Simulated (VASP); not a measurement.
Set up this calculation in VASP 6.6.1, as the native input.

```yaml
Task: relaxation of cell and atoms
Functional: PBE
Potentials_or_basis: VASP PAW PBE potentials, release 64 (Li_sv, Bi_d, Pb_d)
Cutoff: 600 eV
k_mesh: 8 × 8 × 8
Occupations: gaussian, width 0.1 eV
Spin: no spin polarisation
Dipole_correction: no
Further_INCAR_settings: ALGO = Fast; EDIFF = 1e-06; IBRION = 2; EDIFFG = -0.01; NSW = 100; ISIF = 3
```

The structure of Li4BiPb lies in POSCAR:

```
Li4BiPb
1.0
    0.0000000000      4.0028851769      4.0028851769
    4.0028851769      0.0000000000      4.0028851769
    4.0028851769      4.0028851769      0.0000000000
Li Bi Pb
4 1 1
Direct
    0.8767041522      0.3744319493      0.3744319493
    0.3744319493      0.3744319493      0.3744319493
    0.3744319493      0.8767041522      0.3744319493
    0.3744319493      0.3744319493      0.8767041522
    0.7500000000      0.7500000000      0.7500000000
    0.0000000000      0.0000000000      0.0000000000
```

The input as run:

INCAR

```
SYSTEM = Li4BiPb
PREC = Accurate ; ENCUT = 600
EDIFF = 1E-6 ; ISMEAR = 0
SIGMA = 0.1 ; LREAL = .False.
LASPH = .True. ; NELM = 60
ALGO = Fast ; ISIF = 3
LWAVE = .False. ; LCHARG = .False.
GGA = PE ; IBRION = 2
NSW = 100 ; EDIFFG = -0.01
```

KPOINTS

```
regular mesh
0
Gamma
  8 8 8
  0 0 0
```

Potentials or basis: VASP PAW PBE potentials, release 64 (Li_sv, Bi_d, Pb_d).

Run with:

```bash
$ cat potpaw_PBE.64/Li_sv/POTCAR potpaw_PBE.64/Bi_d/POTCAR potpaw_PBE.64/Pb_d/POTCAR > POTCAR
$ mpirun -np 1 vasp_std > vasp.out
```

Results of the run:

```yaml
Relaxed_volume: 21.28 Å³/atom
Relaxed_cell: a = 5.652 Å, b = 5.652 Å, c = 5.652 Å, α = 60.00°, β = 60.00°, γ = 60.00°
Space_group_after_relaxing_to_0.1_Å: F-43m (No. 216)
Energy_gained_by_relaxing: 0.0 meV/atom
Ionic_steps: 4
Pressure_after_relaxing: 0.1 GPa
Band_gap_on_the_k_mesh: zero (an odd number of electrons rules out a gap without spin polarisation)
```

Caveat: the cutoff is under 1.25 times the usual one of these potentials, so pressure, stress and relaxed cells hold a basis-set (Pulay) error; spin-orbit coupling is left out, which moves the levels of the heavy elements.

It took 10 min on 1 thread of Intel(R) Xeon(R) Platinum 8559C (Emerald Rapids), on a shared host, peak memory 0.42 GiB.
